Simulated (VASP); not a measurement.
# SnSe2 (P-3m1) in VASP: single point with PBEsol

Aim: the single point of SnSe2 with PBEsol.

Program: VASP 6.6.1. These are calculated values, not measurements. Logs are shortened: lines on timing, memory, paths and dates and some standing lists are left out, and cuts for length are marked.

### Step 1. The cell of the first run

The structure is trigonal, space group P-3m1 (No. 164). The conventional cell has a = 3.811 Å, b = 3.811 Å, c = 6.136 Å, α = 90.00°, β = 90.00°, γ = 120.00°. Within 3.5 Å of Sn (site symmetry -3m) lie 6 Se at 2.68 Å. Within 3.5 Å of Se (site symmetry 3m) lie 3 Sn at 2.68 Å.

### Step 2. Single point, PBEsol

The input, INCAR:

```
SYSTEM = SnSe2
  ALGO = Normal
  EDIFF = 1E-6
  ENCUT = 500
  GGA = PS
  GGA_COMPAT = .False.
  ISIF = 2
  ISMEAR = 0
  LASPH = .True.
  LCHARG = .False.
  LREAL = .False.
  LWAVE = .False.
  NBANDS = 20
  NELM = 120
  PREC = Accurate
  SIGMA = 0.01
```

The input, KPOINTS:

```
k-points
0
Gamma
  3 3 2
  0 0 0
```

The input, POSCAR:

```
SnSe2
1.0
    3.8110000000      0.0000000000      0.0000000000
   -1.9055000000      3.3004228138      0.0000000000
    0.0000000000      0.0000000000      6.1360000000
Sn Se
1 2
Direct
    0.0000000000      0.0000000000      0.0000000000
    0.3333330000      0.6666670000      0.2490000000
    0.6666670000      0.3333330000      0.7510000000
```

Potentials or basis: VASP PAW PBE potentials, release 64 (Sn_d, Se).

Command:

```sh
> cat potpaw_PBE.64/Sn_d/POTCAR potpaw_PBE.64/Se/POTCAR > POTCAR
> mpirun -np 1 vasp_std > vasp.out
```

OUTCAR:

```text
SYSTEM = SnSe2
   EDIFF = 1E-6
   ENCUT = 500
   GGA = PS
   ISIF = 2
   ISMEAR = 0
   LASPH = .True.
   LREAL = .False.
   NELM = 120
   PREC = Accurate

 ion  position               nearest neighbor table
   1  0.000  0.000  0.000-   2 2.68   3 2.68   2 2.68   3 2.68   3 2.68   2 2.68
   2  0.333  0.667  0.249-   1 2.68   1 2.68   1 2.68
   3  0.667  0.333  0.751-   1 2.68   1 2.68   1 2.68

  LATTYP: Found a hexagonal cell.
 ALAT       =     3.8110000000
 C/A-ratio  =     1.6100760955

  Lattice vectors:

 A1 = (   3.8110000000,   0.0000000000,   0.0000000000)
 A2 = (  -1.9055000000,   3.3004228138,   0.0000000000)
 A3 = (   0.0000000000,   0.0000000000,   6.1360000000)

Analysis of symmetry for initial positions (statically):
=====================================================================
 Subroutine PRICEL returns:
 Original cell was already a primitive cell.

 Routine SETGRP: Setting up the symmetry group for a
 hexagonal supercell.

 Subroutine GETGRP returns: Found 12 space group operations
 (whereof 12 operations were pure point group operations)
 out of a pool of 24 trial point group operations.

The static configuration has the point symmetry D_3d.

Analysis of symmetry for dynamics (positions and initial velocities):
=====================================================================
 Subroutine PRICEL returns:
 Original cell was already a primitive cell.

 Routine SETGRP: Setting up the symmetry group for a
 hexagonal supercell.

 Subroutine GETGRP returns: Found 12 space group operations
 (whereof 12 operations were pure point group operations)
 out of a pool of 24 trial point group operations.

The dynamic configuration has the point symmetry D_3d.

 Subroutine INISYM returns: Found 12 space group operations
 (whereof 12 operations are pure point group operations),
 and found     1 'primitive' translations

----------------------------------------------------------------------------------------

                                     Primitive cell
[... 64 lines left out ...]
 SYSTEM =  SnSe2
   PREC   = accura    normal or accurate (medium, high low for compatibility)
   ISTART =      0    job   : 0-new  1-cont  2-samecut
   ICHARG =      2    charge: 1-file 2-atom 10-const
   ISPIN  =      1    spin polarized calculation?
   LNONCOLLINEAR =      F non collinear calculations
   LSORBIT =      F    spin-orbit coupling
   LASPH  =      T    aspherical Exc in radial PAW
   ENCUT  =  500.0 eV  36.75 Ry    6.06 a.u.   6.95  6.95 11.19*2*pi/ulx,y,z
   NELM   =    120;   NELMIN=  2; NELMDL= -5     # of ELM steps
   EDIFF  = 0.1E-05   stopping-criterion for ELM
   LREAL  =      F    real-space projection
   EDIFFG = 0.1E-04   stopping-criterion for IOM
   NSW    =      0    number of steps for IOM
   IBRION =     -1    ionic relax: 0-MD 1-quasi-New 2-CG
   NFREE  =      0    steps in history (QN), initial steepest desc. (CG)
   ISIF   =      2    stress and relaxation
   ISYM   =      2    0-nonsym 1-usesym 2-fastsym
   POTIM  = 0.5000    time-step for ionic-motion
   TEBEG  =    0.0;   TEEND  =   0.0 temperature during run
   PSTRESS=    0.0 pullay stress
   NELECT =      26.0000    total number of electrons
   NUPDOWN=      -1.0000    fix difference up-down
   EMIN   =  10.00;   EMAX   =-10.00  energy-range for DOS
   EFERMI =   0.00;   METHOD = LEGACY
   ISMEAR =     0;   SIGMA  =   0.01  broadening in eV -4-tet -1-fermi 0-gaus
   EFERMI_NEDOS =   21; number of points for ismear=-14 and -15
   IALGO  =     38    algorithm
   IMIX   =      4    mixing-type and parameters
     AMIX     =   0.40;   BMIX     =  1.00
     AMIX_MAG =   1.60;   BMIX_MAG =  1.00
  volume/ion in A,a.u.               =      25.73       173.61
  Fermi-wavevector in a.u.,A,eV,Ry     =   1.139116  2.152617 17.654722  1.297585
  Thomas-Fermi vector in A             =   2.275820
   LORBIT       =      0    0 simple, 1 ext, 2 COOP (PROOUT), +10 PAW based schemes
   GGA     = PS    functional components
   LHFCALC =     F    Hartree Fock is set to
   AEXX    =    0.0000 exact exchange contribution
   IVDW    =     0    specifies the selected vdW correction
   LEPSILON=     F    determine dielectric tensor
   LRPA    =     F    only Hartree local field effects (RPA)
 non-spin polarized calculation
 Gauss-broadening in eV      SIGMA  =   0.01
  energy-cutoff  :      500.00
  volume of cell :       77.18
 maximum number of plane-waves:      1968
 NGX is ok and might be reduce to    28
   NGX = 13   NGY = 13   NGZ = 23

 number of electron      26.0000006 magnetization

 Free energy of the ion-electron system (eV)
  ---------------------------------------------------
  ext. energy  EPLUGINS =         0.00000000
  ---------------------------------------------------
  free energy    TOTEN  =       -12.53198443 eV

  energy without entropy =      -12.53198443  energy(sigma->0) =      -12.53198443

 E-fermi :   4.1636     XC(G=0):  -9.6104

 val. band max:        4.1114586969   @ k =   0.0000   0.0000   0.0000
 cond. band min:       5.0860928425   @ k =   0.0000   0.0000   0.0000
 fundamental gap:      0.9746341457
 Fermi energy:         4.1635679864

 k-point     1 :       0.0000    0.0000    0.0000
  band No.  band energies     occupation
      1     -17.1217      2.00000
      2     -17.1217      2.00000
      3     -17.1033      2.00000
      4     -17.0757      2.00000
      5     -17.0757      2.00000
      6      -9.9210      2.00000
[... 127 lines left out ...]
     19      13.0062      0.00000
     20      13.0676      0.00000

------------------------ aborting loop because EDIFF is reached ----------------------------------------

  FORCE on cell =-STRESS in cart. coord.  units (eV):
  Direction    XX          YY          ZZ          XY          YZ          ZX
  --------------------------------------------------------------------------------------
  -------------------------------------------------------------------------------------
  Total        2.2964490      2.2964490      1.0923657      0.0000000      0.0000000     -0.0000000
  in kB       47.6731120     47.6731120     22.6769566      0.0000000      0.0000000     -0.0000000
  external PRESSURE =      39.3410602 kB  Pullay stress =       0.0000000 kB

 VOLUME and BASIS-vectors are now :
 -----------------------------------------------------------------------------
  energy-cutoff  :      500.00
  volume of cell :       77.18
      direct lattice vectors                 reciprocal lattice vectors
     3.811000000  0.000000000  0.000000000     0.262398321  0.151495741  0.000000000
    -1.905500000  3.300422814  0.000000000     0.000000000  0.302991482  0.000000000
     0.000000000  0.000000000  6.136000000     0.000000000  0.000000000  0.162972621

 POSITION                                       TOTAL-FORCE (eV/Angst)
 -----------------------------------------------------------------------------------
      0.00000      0.00000      0.00000         0.000000      0.000000      0.000000
     -0.00000      2.20028      1.52786         0.000000     -0.000000      0.510707
      1.90550      1.10014      4.60814        -0.000000      0.000000     -0.510707
 -----------------------------------------------------------------------------------
    total drift:                                0.000000      0.000000      0.000000

  FREE ENERGIE OF THE ION-ELECTRON SYSTEM (eV)
  ---------------------------------------------------
  free  energy   TOTEN  =       -12.5319844331 eV

  energy  without entropy=      -12.5319844331  energy(sigma->0) =      -12.53198443
```

OSZICAR:

```text
N       E                     dE             d eps       ncg     rms          rms(c)
DAV:   1     0.201003977117E+03    0.20100E+03   -0.11780E+04   248   0.147E+03
DAV:   2     0.998630702501E+01   -0.19102E+03   -0.18412E+03   256   0.386E+02
DAV:   3    -0.121667032702E+02   -0.22153E+02   -0.21590E+02   312   0.112E+02
DAV:   4    -0.128486173674E+02   -0.68191E+00   -0.68126E+00   288   0.211E+01
DAV:   5    -0.128645167984E+02   -0.15899E-01   -0.15898E-01   324   0.337E+00    0.520E+00
DAV:   6    -0.125668508230E+02    0.29767E+00   -0.52842E-01   356   0.813E+00    0.331E+00
DAV:   7    -0.125334910550E+02    0.33360E-01   -0.17764E-01   300   0.283E+00    0.991E-01
DAV:   8    -0.125316888864E+02    0.18022E-02   -0.14138E-02   308   0.116E+00    0.292E-01
DAV:   9    -0.125319505624E+02   -0.26168E-03   -0.13910E-03   264   0.286E-01    0.841E-02
DAV:  10    -0.125319575897E+02   -0.70273E-05   -0.11507E-04   316   0.694E-02    0.322E-02
DAV:  11    -0.125319834565E+02   -0.25867E-04   -0.27793E-05   260   0.303E-02    0.574E-03
DAV:  12    -0.125319844331E+02   -0.97661E-06   -0.19027E-06   240   0.966E-03
   1 F= -.12531984E+02 E0= -.12531984E+02  d E =-.505144E-15
```

Wall time 20 s (1 thread of Intel Xeon 8259CL, shared host); peak memory 0.19 GiB.

Results:

* Free energy: -12.5320 eV
* Pressure: 3.9 GPa
* Largest force: 0.511 eV/Å
* Band gap on the k mesh: 0.97 eV, direct

Forces on the atoms (eV/Å):
```
Sn   0.000  0.000  0.000
Se   0.000  0.000  0.511
Se   0.000  0.000 -0.511
```

Caveat: the k points lie up to 0.63 Å⁻¹ apart; the PAW data sets were made with another functional, which shifts forces and pressure a little; spin-orbit coupling is left out, which moves the levels of the heavy elements; this functional lacks dispersion, which binds the layers, so the pressure and a relaxed spacing across them are unreliable.
